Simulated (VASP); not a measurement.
# As in VASP: single point with PBE+D3(BJ)

Aim: the single point of As with PBE+D3(BJ).

All numbers are computed with VASP 6.6.1; they aren't measurements. Logs are shortened: lines on timing, memory, paths and dates and some standing lists are left out, and cuts for length are marked.

### Step 1. The cell of the first run

The cell holds a slab with vacuum, 4 atoms: a = 3.572 Å, b = 3.572 Å, c = 20.295 Å, α = 90.00°, β = 90.00°, γ = 120.00°.

### Step 2. Single point, PBE+D3(BJ)

Contents of INCAR:

```
SYSTEM = As
PREC = Accurate ; ENCUT = 520
EDIFF = 1E-6 ; ISMEAR = 0
SIGMA = 0.05 ; LREAL = .FALSE.
LASPH = .TRUE. ; NELM = 80
ALGO = Normal ; ISIF = 2
LWAVE = .FALSE. ; LCHARG = .FALSE.
LDIPOL = .TRUE. ; IDIPOL = 3
DIPOL = 0.5 0.5 0.371 ; GGA = PE
IVDW = 12 ; NBANDS = 18
```

Contents of KPOINTS:

```
regular mesh
0
G
  9 9 1
  0 0 0
```

Contents of POSCAR:

```
As
1.0
    3.5716242608      0.0000000000      0.0000000000
   -1.7858121304      3.0931173426      0.0000000000
    0.0000000000      0.0000000000     20.2951239197
As
4
Direct
    0.3333333333      0.6666666667      0.2217281362
    0.6666666667      0.3333333333      0.2905900936
    0.8333333333      1.0000000000      0.4517125392
    0.5000000000      1.3333333333      0.5205744967
```

Potentials or basis: VASP PAW PBE potentials, release 64 (As).

Run with:

```bash
> cat potpaw_PBE.64/As/POTCAR > POTCAR
> mpirun -np 1 vasp_std > vasp.out
```

OUTCAR:

```text
SYSTEM = As
   PREC = Accurate
   ENCUT = 520
   EDIFF = 1E-6
   ISMEAR = 0
   LREAL = .FALSE.
   LASPH = .TRUE.
   NELM = 80
   ISIF = 2
   GGA = PE
   IVDW = 12
 IVDW          = 12

 ion  position               nearest neighbor table
   1  0.333  0.667  0.222-   2 2.49   2 2.49   2 2.49
   2  0.667  0.333  0.291-   1 2.49   1 2.49   1 2.49
   3  0.833  0.000  0.452-   4 2.49   4 2.49   4 2.49
   4  0.500  0.333  0.521-   3 2.49   3 2.49   3 2.49

  LATTYP: Found a hexagonal cell.
 ALAT       =     3.5716242608
 C/A-ratio  =     5.6823233458

  Lattice vectors:

 A1 = (   3.5716242608,   0.0000000000,   0.0000000000)
 A2 = (  -1.7858121304,   3.0931173426,   0.0000000000)
 A3 = (   0.0000000000,   0.0000000000,  20.2951239197)

Analysis of symmetry for initial positions (statically):
=====================================================================
 Subroutine PRICEL returns:
 Original cell was already a primitive cell.

 Routine SETGRP: Setting up the symmetry group for a
 hexagonal supercell.

 Subroutine GETGRP returns: Found  1 space group operations
 (whereof  1 operations were pure point group operations)
 out of a pool of 24 trial point group operations.

The static configuration has the point symmetry C_1 .

Analysis of symmetry for dynamics (positions and initial velocities):
=====================================================================
 Subroutine PRICEL returns:
 Original cell was already a primitive cell.

 Routine SETGRP: Setting up the symmetry group for a
 hexagonal supercell.

 Subroutine GETGRP returns: Found  1 space group operations
 (whereof  1 operations were pure point group operations)
 out of a pool of 24 trial point group operations.

The dynamic configuration has the point symmetry C_1 .

 Subroutine INISYM returns: Found  1 space group operations
 (whereof  1 operations are pure point group operations),
 and found     1 'primitive' translations

----------------------------------------------------------------------------------------

                                     Primitive cell

  volume of cell :     224.2094

  direct lattice vectors                    reciprocal lattice vectors
     3.571624261  0.000000000  0.000000000     0.279984659  0.161649218  0.000000000
    -1.785812130  3.093117343  0.000000000     0.000000000  0.323298436  0.000000000
[... 86 lines left out ...]
   LASPH  =      T    aspherical Exc in radial PAW
   ENCUT  =  520.0 eV  38.22 Ry    6.18 a.u.   6.64  6.64 37.74*2*pi/ulx,y,z
   NELM   =     80;   NELMIN=  2; NELMDL= -5     # of ELM steps
   EDIFF  = 0.1E-05   stopping-criterion for ELM
   LREAL  =      F    real-space projection
[... 7 lines left out ...]
   TEBEG  =    0.0;   TEEND  =   0.0 temperature during run
   PSTRESS=    0.0 pullay stress
   NELECT =      20.0000    total number of electrons
   NUPDOWN=      -1.0000    fix difference up-down
   EMIN   =  10.00;   EMAX   =-10.00  energy-range for DOS
   EFERMI =   0.00;   METHOD = LEGACY
   ISMEAR =     0;   SIGMA  =   0.05  broadening in eV -4-tet -1-fermi 0-gaus
   EFERMI_NEDOS =   21; number of points for ismear=-14 and -15
   IALGO  =     38    algorithm
   IMIX   =      4    mixing-type and parameters
     AMIX     =   0.40;   BMIX     =  1.00
     AMIX_MAG =   1.60;   BMIX_MAG =  1.00
  volume/ion in A,a.u.               =      56.05       378.26
  Fermi-wavevector in a.u.,A,eV,Ry     =   0.731476  1.382290  7.279899  0.535057
  Thomas-Fermi vector in A             =   1.823703
   LORBIT       =      0    0 simple, 1 ext, 2 COOP (PROOUT), +10 PAW based schemes
   GGA     = PE    functional components
   LHFCALC =     F    Hartree Fock is set to
   AEXX    =    0.0000 exact exchange contribution
   IVDW    =    12    specifies the selected vdW correction
   LEPSILON=     F    determine dielectric tensor
   LRPA    =     F    only Hartree local field effects (RPA)
 non-spin polarized calculation
 Gauss-broadening in eV      SIGMA  =   0.05
  energy-cutoff  :      520.00
  volume of cell :      224.21
 maximum number of plane-waves:      6099
   NGX = 13   NGY = 13   NGZ = 75

 number of electron      20.0000000 magnetization

 dipolmoment           0.000000      0.000000     -0.002948 electrons x Angstroem

 Free energy of the ion-electron system (eV)
  ---------------------------------------------------
  ext. energy  EPLUGINS =         0.00000000
  ---------------------------------------------------
  free energy    TOTEN  =       -18.62579061 eV

  energy without entropy =      -18.62579061  energy(sigma->0) =      -18.62579061

 E-fermi :  -1.0270     XC(G=0):  -4.6615

 val. band max:       -1.2660116737   @ k =   0.1111   0.0000   0.0000
 cond. band min:      -0.3179410980   @ k =   0.3333   0.0000   0.0000
 fundamental gap:      0.9480705757
 Fermi energy:        -1.0270129999

 k-point     1 :       0.0000    0.0000    0.0000
  band No.  band energies     occupation
      1     -15.2712      2.00000
      2     -15.1610      2.00000
      3      -9.1771      2.00000
      4      -8.5187      2.00000
      5      -2.9105      2.00000
      6      -1.5800      2.00000
[... 481 lines left out ...]
      5      -5.4740      2.00000
      6      -5.0670      2.00000
[... 10 lines left out ...]
     17       5.0951      0.00000
     18       5.4532      0.00000

 [... further k-points ...]

------------------------ aborting loop because EDIFF is reached ----------------------------------------

 vacuum level on the upper side and lower side of the slab       (xc-potential included)        -0.236        -0.191

 Edisp (eV)   -1.09223

 E8    (eV) :    -0.4771

  FORCE on cell =-STRESS in cart. coord.  units (eV):
  Direction    XX          YY          ZZ          XY          YZ          ZX
  --------------------------------------------------------------------------------------
  -------------------------------------------------------------------------------------
  Total       0.30278     0.34774    -0.03499    -0.13615    -0.13121     0.21614
  in kB       2.16364     2.48489    -0.25004    -0.97294    -0.93764     1.54451
  external pressure =        1.47 kB  Pullay stress =        0.00 kB

 VOLUME and BASIS-vectors are now :
 -----------------------------------------------------------------------------
  energy-cutoff  :      520.00
  volume of cell :      224.21
      direct lattice vectors                 reciprocal lattice vectors
     3.571624261  0.000000000  0.000000000     0.279984659  0.161649218  0.000000000
    -1.785812130  3.093117343  0.000000000     0.000000000  0.323298436  0.000000000
     0.000000000  0.000000000 20.295123920     0.000000000  0.000000000  0.049272919

 POSITION                                       TOTAL-FORCE (eV/Angst)
 -----------------------------------------------------------------------------------
     -0.00000      2.06208      4.50000        -0.019967      0.009091     -0.054782
      1.78581      1.03104      5.89756        -0.031505      0.022544      0.113380
      2.97635      0.00000      9.16756         0.037197     -0.020748     -0.125677
      1.19054      1.03104     10.56512         0.014274     -0.010888      0.067078
 -----------------------------------------------------------------------------------
    total drift:                                0.000024     -0.000042      0.000080

  FREE ENERGIE OF THE ION-ELECTRON SYSTEM (eV)
  ---------------------------------------------------
  free  energy   TOTEN  =       -19.7180163951 eV

  energy  without entropy=      -19.7180163951  energy(sigma->0) =      -19.71801640

 vacuum level on the upper side and lower side of the slab         3.571         3.618
```

Wall time 7 min (1 thread of AMD EPYC 7R43 (Zen 3), shared host); peak memory 0.36 GiB.

Results:

| Item | Value |
| --- | --- |
| Free energy | -19.7180 eV |
| Largest force | 0.133 eV/Å |
| Band gap on the k mesh | 0.95 eV, indirect (least direct gap 1.57 eV) |
| Dispersion energy per atom | -0.273 eV |

Forces in eV/Å, atoms in the order of the input:
```
As  -0.020  0.009 -0.055
As  -0.032  0.023  0.113
As   0.037 -0.021 -0.126
As   0.014 -0.011  0.067
```

Levels at points of the mesh, in eV from the valence-band top:
| k point | band 7 | band 8 | band 9 | band 10 | band 11 | band 12 | band 13 | band 14 |
| --- | --- | --- | --- | --- | --- | --- | --- | --- |
| (0.00, 0.00, 0.00) | -0.29 | -0.25 | -0.23 | -0.12 | 1.64 | 2.26 | 3.16 | 3.22 |
